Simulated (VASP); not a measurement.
A run of VASP 6.6.1 is set up as follows.

INCAR

```
PREC = Accurate
ENCUT = 520
EDIFF = 1E-7
ISMEAR = 0
SIGMA = 0.05
LREAL = False
LASPH = True
NELM = 60
ALGO = Normal
ISIF = 2
LWAVE = False
LCHARG = False
GGA = PS
NBANDS = 24
```

The input KPOINTS:

```
regular mesh
0
Gamma
  6 6 6
```

Contents of POSCAR:

```
KMgF3
1.0
    3.9859000000      0.0000000000      0.0000000000
    0.0000000000      3.9859000000      0.0000000000
    0.0000000000      0.0000000000      3.9859000000
K Mg F
1 1 3
Direct
    0.5000000000      0.5000000000      0.5000000000
    0.0000000000      0.0000000000      0.0000000000
    0.5000000000     -0.0554381367     -0.0554381367
    0.0000000000      0.4445618633     -0.0554381367
    0.0000000000     -0.0554381367      0.4445618633
```

Potentials or basis: VASP PAW PBE potentials, release 64 (K_sv, Mg, F).

The run is started by

```sh
$ cat potpaw_PBE.64/K_sv/POTCAR potpaw_PBE.64/Mg/POTCAR potpaw_PBE.64/F/POTCAR > POTCAR
$ mpirun -np 1 vasp_std > vasp.out
```

Question: What does it give for the pressure?

Answer: 4.7 GPa.

Question: What does it give for the largest force?

Answer: 2.930 eV/Å.

Question: Predict the band gap on the k mesh.

Answer: 7.08 eV (least direct gap 7.40 eV).

Stress tensor (GPa, compression positive):
```
-0.19  0.00  0.00
 0.00  7.14 -1.24
 0.00 -1.24  7.14
```

Caveat: the cell differs from its parent crystal (all F atoms moved +0.312 Å, as atom 3 towards its neighbour atom 1 (K) at 2.818 Å); the cell stands under pressure; the PAW data sets were made with another functional, which shifts forces and pressure a little. A k mesh can miss the band edges.
